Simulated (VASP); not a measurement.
# SrTiO3 (Pm-3m) in VASP: settings compared

SrTiO3 is run at these levels: PBE, LDA, r2SCAN; tasks: single point.

Everything below comes from runs of VASP 6.6.1. Logs are shortened: lines on timing, memory, paths and dates and some standing lists are left out, and cuts for length are marked.

## (1) The cell of the first run

The structure is cubic, space group Pm-3m (No. 221). The conventional cell has a = 3.905 Å, b = 3.905 Å, c = 3.905 Å, α = 90.00°, β = 90.00°, γ = 90.00°. Sr (site symmetry m-3m) has 12 O at 2.76 Å and 8 Ti at 3.38 Å within 3.6 Å. Within 2.6 Å of Ti (site symmetry m-3m) lie 6 O at 1.95 Å. Within 2.6 Å of O (site symmetry 4/mmm) lie 2 Ti at 1.95 Å.

## (2) Single point, PBE

File INCAR:

```
SYSTEM = SrTiO3
ALGO = Normal ; EDIFF = 1E-6
ENCUT = 600 ; GGA = PE
GGA_COMPAT = .FALSE. ; ISIF = 2
ISMEAR = 0 ; LASPH = .TRUE.
LCHARG = .FALSE. ; LREAL = .FALSE.
LWAVE = .FALSE. ; NBANDS = 28
NELM = 120 ; PREC = Accurate
SIGMA = 0.03
```

File KPOINTS:

```
k-points
0
G
  6 6 6
  0 0 0
```

File POSCAR:

```
SrTiO3
1.0
    3.9050000000      0.0000000000      0.0000000000
    0.0000000000      3.9050000000      0.0000000000
    0.0000000000      0.0000000000      3.9050000000
Sr Ti O
1 1 3
Direct
    0.0000000000      0.0000000000      0.0000000000
    0.5000000000      0.5000000000      0.5000000000
    0.5000000000      0.5000000000      0.0000000000
    0.5000000000      0.0000000000      0.5000000000
    0.0000000000      0.5000000000      0.5000000000
```

Potentials or basis: VASP PAW PBE potentials, release 64 (Sr_sv, Ti_sv, O).

The run is started by

```sh
> cat potpaw_PBE.64/Sr_sv/POTCAR potpaw_PBE.64/Ti_sv/POTCAR potpaw_PBE.64/O/POTCAR > POTCAR
> mpirun -np 1 vasp_std > vasp.out
```

OUTCAR:

```text
SYSTEM = SrTiO3
   EDIFF = 1E-6
   ENCUT = 600
   GGA = PE
   ISIF = 2
   ISMEAR = 0
   LASPH = .TRUE.
   LREAL = .FALSE.
   NELM = 120
   PREC = Accurate

 ion  position               nearest neighbor table
   1  0.000  0.000  0.000-   3 2.76   4 2.76   5 2.76   4 2.76   5 2.76   3 2.76   5 2.76   5 2.76
                             3 2.76   4 2.76   4 2.76   3 2.76   2 3.38   2 3.38   2 3.38   2 3.38
   2  0.500  0.500  0.500-   3 1.95   4 1.95   5 1.95   3 1.95   4 1.95   5 1.95   1 3.38   1 3.38
                             1 3.38   1 3.38   1 3.38   1 3.38   1 3.38   1 3.38
   3  0.500  0.500  0.000-   2 1.95   2 1.95   1 2.76   1 2.76   1 2.76   1 2.76
   4  0.500  0.000  0.500-   2 1.95   2 1.95   1 2.76   1 2.76   1 2.76   1 2.76
   5  0.000  0.500  0.500-   2 1.95   2 1.95   1 2.76   1 2.76   1 2.76   1 2.76

  LATTYP: Found a simple cubic cell.
 ALAT       =     3.9050000000

  Lattice vectors:

 A1 = (   3.9050000000,   0.0000000000,   0.0000000000)
 A2 = (   0.0000000000,   3.9050000000,   0.0000000000)
 A3 = (   0.0000000000,   0.0000000000,   3.9050000000)

Analysis of symmetry for initial positions (statically):
=====================================================================
 Subroutine PRICEL returns:
 Original cell was already a primitive cell.

 Routine SETGRP: Setting up the symmetry group for a
 simple cubic supercell.

 Subroutine GETGRP returns: Found 48 space group operations
 (whereof 48 operations were pure point group operations)
 out of a pool of 48 trial point group operations.

The static configuration has the point symmetry O_h .

Analysis of symmetry for dynamics (positions and initial velocities):
=====================================================================
 Subroutine PRICEL returns:
 Original cell was already a primitive cell.

 Routine SETGRP: Setting up the symmetry group for a
 simple cubic supercell.

 Subroutine GETGRP returns: Found 48 space group operations
 (whereof 48 operations were pure point group operations)
 out of a pool of 48 trial point group operations.

The dynamic configuration has the point symmetry O_h .

 Subroutine INISYM returns: Found 48 space group operations
 (whereof 48 operations are pure point group operations),
 and found     1 'primitive' translations

----------------------------------------------------------------------------------------

                                     Primitive cell

  volume of cell :      59.5474
[... 91 lines left out ...]
   LREAL  =      F    real-space projection
   EDIFFG = 0.1E-04   stopping-criterion for IOM
   NSW    =      0    number of steps for IOM
   IBRION =     -1    ionic relax: 0-MD 1-quasi-New 2-CG
   NFREE  =      0    steps in history (QN), initial steepest desc. (CG)
   ISIF   =      2    stress and relaxation
   ISYM   =      2    0-nonsym 1-usesym 2-fastsym
   POTIM  = 0.5000    time-step for ionic-motion
   TEBEG  =    0.0;   TEEND  =   0.0 temperature during run
   PSTRESS=    0.0 pullay stress
   NELECT =      40.0000    total number of electrons
   NUPDOWN=      -1.0000    fix difference up-down
   EMIN   =  10.00;   EMAX   =-10.00  energy-range for DOS
   EFERMI =   0.00;   METHOD = LEGACY
   ISMEAR =     0;   SIGMA  =   0.03  broadening in eV -4-tet -1-fermi 0-gaus
   EFERMI_NEDOS =   21; number of points for ismear=-14 and -15
   IALGO  =     38    algorithm
   IMIX   =      4    mixing-type and parameters
     AMIX     =   0.40;   BMIX     =  1.00
     AMIX_MAG =   1.60;   BMIX_MAG =  1.00
  volume/ion in A,a.u.               =      11.91        80.37
  Fermi-wavevector in a.u.,A,eV,Ry     =   1.433751  2.709397 27.968714  2.055642
  Thomas-Fermi vector in A             =   2.553235
   LORBIT       =      0    0 simple, 1 ext, 2 COOP (PROOUT), +10 PAW based schemes
   GGA     = PE    functional components
   LHFCALC =     F    Hartree Fock is set to
   AEXX    =    0.0000 exact exchange contribution
   IVDW    =     0    specifies the selected vdW correction
   LEPSILON=     F    determine dielectric tensor
   LRPA    =     F    only Hartree local field effects (RPA)
 non-spin polarized calculation
 Gauss-broadening in eV      SIGMA  =   0.03
  energy-cutoff  :      600.00
  volume of cell :       59.55
 maximum number of plane-waves:      2008
 NGX is ok and might be reduce to    32
   NGX = 15   NGY = 15   NGZ = 15

 number of electron      39.9999979 magnetization

 Free energy of the ion-electron system (eV)
  ---------------------------------------------------
  ext. energy  EPLUGINS =         0.00000000
  ---------------------------------------------------
  free energy    TOTEN  =       -40.08268297 eV

  energy without entropy =      -40.08268297  energy(sigma->0) =      -40.08268297

 E-fermi :   4.4599     XC(G=0): -11.2707

 val. band max:        4.1636941737   @ k =   0.5000   0.5000   0.5000
 cond. band min:       6.0198861019   @ k =   0.0000   0.0000   0.0000
 fundamental gap:      1.8561919282
 Fermi energy:         4.4599088870

 k-point     1 :       0.0000    0.0000    0.0000
  band No.  band energies     occupation
      1     -52.3014      2.00000
      2     -28.6252      2.00000
      3     -28.5479      2.00000
      4     -28.5479      2.00000
      5     -28.5479      2.00000
      6     -13.2644      2.00000
[... 609 lines left out ...]
     27      12.5402      0.00000
     28      12.5402      0.00000

------------------------ aborting loop because EDIFF is reached ----------------------------------------

  FORCE on cell =-STRESS in cart. coord.  units (eV):
  Direction    XX          YY          ZZ          XY          YZ          ZX
  --------------------------------------------------------------------------------------
  -------------------------------------------------------------------------------------
  Total        1.7788138      1.7788138      1.7788138     -0.0000000     -0.0000000      0.0000000
  in kB       47.8605799     47.8605799     47.8605799     -0.0000000     -0.0000000      0.0000000
  external PRESSURE =      47.8605799 kB  Pullay stress =       0.0000000 kB

 VOLUME and BASIS-vectors are now :
 -----------------------------------------------------------------------------
  energy-cutoff  :      600.00
  volume of cell :       59.55
      direct lattice vectors                 reciprocal lattice vectors
     3.905000000  0.000000000  0.000000000     0.256081946  0.000000000  0.000000000
     0.000000000  3.905000000  0.000000000     0.000000000  0.256081946  0.000000000
     0.000000000  0.000000000  3.905000000     0.000000000  0.000000000  0.256081946

 POSITION                                       TOTAL-FORCE (eV/Angst)
 -----------------------------------------------------------------------------------
      0.00000      0.00000      0.00000         0.000000      0.000000      0.000000
      1.95250      1.95250      1.95250         0.000000      0.000000      0.000000
      1.95250      1.95250      0.00000         0.000000      0.000000      0.000000
      1.95250      0.00000      1.95250         0.000000      0.000000      0.000000
      0.00000      1.95250      1.95250         0.000000      0.000000      0.000000
 -----------------------------------------------------------------------------------
    total drift:                                0.000000     -0.000000     -0.000000

  FREE ENERGIE OF THE ION-ELECTRON SYSTEM (eV)
  ---------------------------------------------------
  free  energy   TOTEN  =       -40.0826829735 eV

  energy  without entropy=      -40.0826829735  energy(sigma->0) =      -40.08268297
```

OSZICAR:

```text
N       E                     dE             d eps       ncg     rms          rms(c)
DAV:   1     0.456965042671E+03    0.45697E+03   -0.23385E+04  1120   0.176E+03
DAV:   2    -0.133573636503E+01   -0.45830E+03   -0.43668E+03  1248   0.467E+02
DAV:   3    -0.479764855155E+02   -0.46641E+02   -0.46230E+02  1528   0.141E+02
DAV:   4    -0.503021433777E+02   -0.23257E+01   -0.23202E+01  1692   0.273E+01
DAV:   5    -0.503645323638E+02   -0.62389E-01   -0.62372E-01  1512   0.355E+00    0.266E+01
DAV:   6    -0.401322797861E+02    0.10232E+02   -0.52174E+01  1576   0.646E+01    0.147E+01
DAV:   7    -0.401614565503E+02   -0.29177E-01   -0.76050E+00  1416   0.209E+01    0.110E+01
DAV:   8    -0.401390486630E+02    0.22408E-01   -0.13356E+00  1336   0.121E+01    0.285E+00
DAV:   9    -0.400943397353E+02    0.44709E-01   -0.31020E-01  1488   0.502E+00    0.120E+00
DAV:  10    -0.400879147005E+02    0.64250E-02   -0.92376E-02  1384   0.217E+00    0.671E-01
DAV:  11    -0.400827388145E+02    0.51759E-02   -0.23871E-02  1752   0.146E+00    0.136E-01
DAV:  12    -0.400826791616E+02    0.59653E-04   -0.15595E-03  1356   0.423E-01    0.102E-01
DAV:  13    -0.400826828929E+02   -0.37313E-05   -0.28643E-04  1676   0.136E-01    0.384E-02
DAV:  14    -0.400826872198E+02   -0.43270E-05   -0.91868E-05  1380   0.576E-02    0.259E-02
DAV:  15    -0.400826831327E+02    0.40871E-05   -0.35027E-05  1668   0.503E-02    0.110E-02
DAV:  16    -0.400826829735E+02    0.15923E-06   -0.47022E-06  1100   0.268E-02
   1 F= -.40082683E+02 E0= -.40082683E+02  d E =-.107351E-45
```

Run time: 21 s. Hardware: 1 thread of Intel Xeon Platinum 8488C (Sapphire Rapids), shared host; peak memory 0.2 GiB.

Results:

```
Free energy            : -40.0827 eV
Pressure               : 4.8 GPa
Band gap on the k mesh : 1.86 eV, indirect (least direct gap 2.21 eV)
```

A k mesh can miss the band edges. Expect the measured gap to be larger: semilocal functionals such as PBE lack the derivative discontinuity.

## (3) Single point, LDA

File INCAR:

```
ALGO = Normal
EDIFF = 1E-6
ENCUT = 600
GGA_COMPAT = F
ISIF = 2
ISMEAR = 0
LASPH = T
LCHARG = F
LREAL = F
LWAVE = F
NBANDS = 28
NELM = 120
PREC = Accurate
SIGMA = 0.03
```

File KPOINTS:

```
k-points
0
Gamma
  6 6 6
```

POSCAR is that of step 2.

Potentials or basis: VASP PAW LDA potentials, release 64 (Sr_sv, Ti_sv, O).

The run is started by

```sh
> cat potpaw_LDA.64/Sr_sv/POTCAR potpaw_LDA.64/Ti_sv/POTCAR potpaw_LDA.64/O/POTCAR > POTCAR
> mpirun -np 1 vasp_std > vasp.out
```

OUTCAR:

```text
EDIFF = 1E-6
   ENCUT = 600
   ISIF = 2
   ISMEAR = 0
   LASPH = T
   LREAL = F
   NELM = 120
   PREC = Accurate

 ion  position               nearest neighbor table
   1  0.000  0.000  0.000-   3 2.76   4 2.76   5 2.76   4 2.76   5 2.76   3 2.76   5 2.76   5 2.76
                             3 2.76   4 2.76   4 2.76   3 2.76   2 3.38   2 3.38   2 3.38   2 3.38
   2  0.500  0.500  0.500-   3 1.95   4 1.95   5 1.95   3 1.95   4 1.95   5 1.95   1 3.38   1 3.38
                             1 3.38   1 3.38   1 3.38   1 3.38   1 3.38   1 3.38
   3  0.500  0.500  0.000-   2 1.95   2 1.95   1 2.76   1 2.76   1 2.76   1 2.76
   4  0.500  0.000  0.500-   2 1.95   2 1.95   1 2.76   1 2.76   1 2.76   1 2.76
   5  0.000  0.500  0.500-   2 1.95   2 1.95   1 2.76   1 2.76   1 2.76   1 2.76

  LATTYP: Found a simple cubic cell.
 ALAT       =     3.9050000000

  Lattice vectors:

 A1 = (   3.9050000000,   0.0000000000,   0.0000000000)
 A2 = (   0.0000000000,   3.9050000000,   0.0000000000)
 A3 = (   0.0000000000,   0.0000000000,   3.9050000000)

Analysis of symmetry for initial positions (statically):
=====================================================================
 Subroutine PRICEL returns:
 Original cell was already a primitive cell.

 Routine SETGRP: Setting up the symmetry group for a
 simple cubic supercell.

 Subroutine GETGRP returns: Found 48 space group operations
 (whereof 48 operations were pure point group operations)
 out of a pool of 48 trial point group operations.

The static configuration has the point symmetry O_h .

Analysis of symmetry for dynamics (positions and initial velocities):
=====================================================================
 Subroutine PRICEL returns:
 Original cell was already a primitive cell.

 Routine SETGRP: Setting up the symmetry group for a
 simple cubic supercell.

 Subroutine GETGRP returns: Found 48 space group operations
 (whereof 48 operations were pure point group operations)
 out of a pool of 48 trial point group operations.

The dynamic configuration has the point symmetry O_h .

[... 121 lines left out ...]
  Fermi-wavevector in a.u.,A,eV,Ry     =   1.433751  2.709397 27.968714  2.055642
  Thomas-Fermi vector in A             =   2.553235
   LORBIT       =      0    0 simple, 1 ext, 2 COOP (PROOUT), +10 PAW based schemes
   GGA     = CA    functional components
   LHFCALC =     F    Hartree Fock is set to
   AEXX    =    0.0000 exact exchange contribution
   IVDW    =     0    specifies the selected vdW correction
   LEPSILON=     F    determine dielectric tensor
   LRPA    =     F    only Hartree local field effects (RPA)
 non-spin polarized calculation
 Gauss-broadening in eV      SIGMA  =   0.03
  energy-cutoff  :      600.00
  volume of cell :       59.55
 maximum number of plane-waves:      2008
 NGX is ok and might be reduce to    32
   NGX = 15   NGY = 15   NGZ = 15

 number of electron      39.9999978 magnetization

 Free energy of the ion-electron system (eV)
  ---------------------------------------------------
  ext. energy  EPLUGINS =         0.00000000
  ---------------------------------------------------
  free energy    TOTEN  =       -44.14609351 eV

  energy without entropy =      -44.14609351  energy(sigma->0) =      -44.14609351

 E-fermi :   4.0294     XC(G=0): -11.7961

 val. band max:        3.8746728754   @ k =   0.5000   0.5000   0.5000
 cond. band min:       5.6252980499   @ k =   0.0000   0.0000   0.0000
 fundamental gap:      1.7506251745
 Fermi energy:         4.0294056562

 k-point     1 :       0.0000    0.0000    0.0000
  band No.  band energies     occupation
      1     -51.8530      2.00000
      2     -28.6167      2.00000
      3     -28.5052      2.00000
      4     -28.5052      2.00000
      5     -28.5052      2.00000
      6     -13.2557      2.00000
[... 609 lines left out ...]
     27      12.2693      0.00000
     28      12.2693      0.00000

------------------------ aborting loop because EDIFF is reached ----------------------------------------

  FORCE on cell =-STRESS in cart. coord.  units (eV):
  Direction    XX          YY          ZZ          XY          YZ          ZX
  --------------------------------------------------------------------------------------
  -------------------------------------------------------------------------------------
  Total       -2.4188986     -2.4188986     -2.4188986     -0.0000000     -0.0000000      0.0000000
  in kB      -65.0826365    -65.0826365    -65.0826365     -0.0000000     -0.0000000      0.0000000
  external PRESSURE =     -65.0826365 kB  Pullay stress =       0.0000000 kB

 VOLUME and BASIS-vectors are now :
 -----------------------------------------------------------------------------
  energy-cutoff  :      600.00
  volume of cell :       59.55
      direct lattice vectors                 reciprocal lattice vectors
     3.905000000  0.000000000  0.000000000     0.256081946  0.000000000  0.000000000
     0.000000000  3.905000000  0.000000000     0.000000000  0.256081946  0.000000000
     0.000000000  0.000000000  3.905000000     0.000000000  0.000000000  0.256081946

 POSITION                                       TOTAL-FORCE (eV/Angst)
 -----------------------------------------------------------------------------------
      0.00000      0.00000      0.00000         0.000000      0.000000      0.000000
      1.95250      1.95250      1.95250         0.000000      0.000000      0.000000
      1.95250      1.95250      0.00000         0.000000      0.000000      0.000000
      1.95250      0.00000      1.95250         0.000000      0.000000      0.000000
      0.00000      1.95250      1.95250         0.000000      0.000000      0.000000
 -----------------------------------------------------------------------------------
    total drift:                                0.000000     -0.000000     -0.000000

  FREE ENERGIE OF THE ION-ELECTRON SYSTEM (eV)
  ---------------------------------------------------
  free  energy   TOTEN  =       -44.1460935087 eV

  energy  without entropy=      -44.1460935087  energy(sigma->0) =      -44.14609351
```

Wall time 20 s (1 thread of Intel Xeon Platinum 8488C (Sapphire Rapids), shared host); peak memory 0.18 GiB.

Results:

```yaml
Free_energy: -44.1461 eV
Pressure: -6.5 GPa
Band_gap_on_the_k_mesh: 1.75 eV, indirect (least direct gap 2.11 eV)
```

A k mesh can miss the band edges. A hybrid or GW would open this gap; LDA tends to underestimate it.

## (4) Single point, r2SCAN

POSCAR is that of step 3.

File INCAR.step1:

```
SYSTEM = SrTiO3
PREC = Accurate ; ENCUT = 660
ISMEAR = 0 ; SIGMA = 0.03
LREAL = .False. ; LASPH = .True.
NELM = 120 ; NBANDS = 28
GGA = PE ; ALGO = Normal
EDIFF = 1E-5 ; LWAVE = .True.
LCHARG = .False. ; GGA_COMPAT = .False.
```

File INCAR.step2:

```
SYSTEM = SrTiO3
PREC = Accurate ; ENCUT = 660
EDIFF = 1E-6 ; ISMEAR = 0
SIGMA = 0.03 ; LREAL = .False.
LASPH = .True. ; NELM = 120
ALGO = Normal ; ISIF = 2
LWAVE = .False. ; LCHARG = .False.
METAGGA = R2SCAN ; LMIXTAU = .True.
NBANDS = 28 ; ISTART = 1
GGA_COMPAT = .False.
```

File KPOINTS:

```
regular mesh
0
Gamma
  6 6 6
  0 0 0
```

Potentials or basis: VASP PAW PBE potentials, release 64 (Sr_sv, Ti_sv, O).

The run is started by

```sh
> cat potpaw_PBE.64/Sr_sv/POTCAR potpaw_PBE.64/Ti_sv/POTCAR potpaw_PBE.64/O/POTCAR > POTCAR
> cp INCAR.step1 INCAR
> mpirun -np 1 vasp_std > vasp.out
> cp INCAR.step2 INCAR
> mpirun -np 1 vasp_std > vasp.out
```

It took 1.9 min on 1 thread of Intel Xeon Platinum 8488C (Sapphire Rapids), shared host; peak memory 0.23 GiB.

It converged, with:

```
Free energy            : -63.3434 eV
Pressure               : 1.0 GPa
Band gap on the k mesh : 2.28 eV, indirect (least direct gap 2.66 eV)
```

Levels at points of the mesh, in eV from the valence-band top:
```tsv
k point	band 17	band 18	band 19	band 20	band 21	band 22	band 23	band 24
(0.00, 0.00, 0.00)	-1.21	-0.38	-0.38	-0.38	2.28	2.28	2.28	4.60
(0.50, 0.00, 0.00)	-2.36	-2.00	-0.77	-0.77	2.44	4.18	4.18	4.62
(0.50, 0.50, 0.00)	-1.79	-1.61	-1.61	-0.09	4.19	4.19	4.67	5.65
(0.50, 0.50, 0.50)	-3.80	0.00	0.00	0.00	4.88	4.88	4.88	7.64
```

Caveat: the PAW data sets were made with another functional, which shifts forces and pressure a little.

## (5) The runs side by side

| level | potentials or basis | cutoff (eV) | gap on the mesh (eV) | pressure (GPa) |
| --- | --- | --- | --- | --- |
| PBE | VASP PAW PBE potentials, release 64 (Sr_sv, Ti_sv, O) | 600 | 1.86 | 4.8 |
| LDA | VASP PAW LDA potentials, release 64 (Sr_sv, Ti_sv, O) | 600 | 1.75 | -6.5 |
| r2SCAN | VASP PAW PBE potentials, release 64 (Sr_sv, Ti_sv, O) | 660 | 2.28 | 1.0 |

Alike in all rows: task single point; no spin polarisation; cell as given; k mesh 6 × 6 × 6; smearing gaussian 0.03 eV.

Caveats: the PAW data sets were made with another functional, which shifts forces and pressure a little (some runs).

Absolute energies hang on the potentials; compare differences alone.
